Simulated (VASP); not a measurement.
Crystal: InAs (pbe).

```
In As
1.0
     0.00000    3.02900    3.02900
     3.02900    0.00000    3.02900
     3.02900    3.02900    0.00000
In As
1 1
Cartesian
  0.0000 0.0000 0.0000
  1.5145 1.5145 1.5145
```

```yaml
Program: VASP 6.6.1
Task: relaxation of cell and atoms
Functional: PBE
Potentials_or_basis: VASP PAW PBE potentials, release 64 (In_d, As)
Cutoff: 500 eV
k_mesh: 10 × 10 × 10
Occupations: gaussian, width 0.1 eV
Spin: no spin polarisation
```

At the start: pressure 3.6 GPa; volume 27.79 Å³/atom.

Where does the relaxation end?

Over 3 steps the energy falls by 19.5 meV/atom and the volume is 29.63 Å³/atom (+6.6 %); space group F-43m (No. 216, to 0.05 Å).

The path:
```tsv
step	energy change (eV)	largest force (eV/Å)	pressure (GPa)	volume (Å³)
1	0.0000	0.0000	3.62	55.58
2	-0.0334	0.0000	-1.16	60.79
3	-0.0391	0.0000	0.01	59.25
```

Final structure:
```xyz
2
Lattice="0.0000 3.0943 3.0943 3.0943 0.0000 3.0943 3.0943 3.0943 0.0000" Properties=species:S:1:pos:R:3 pbc="T T T"
In    0.0000    0.0000    0.0000
As    1.5471    1.5471    1.5471
```
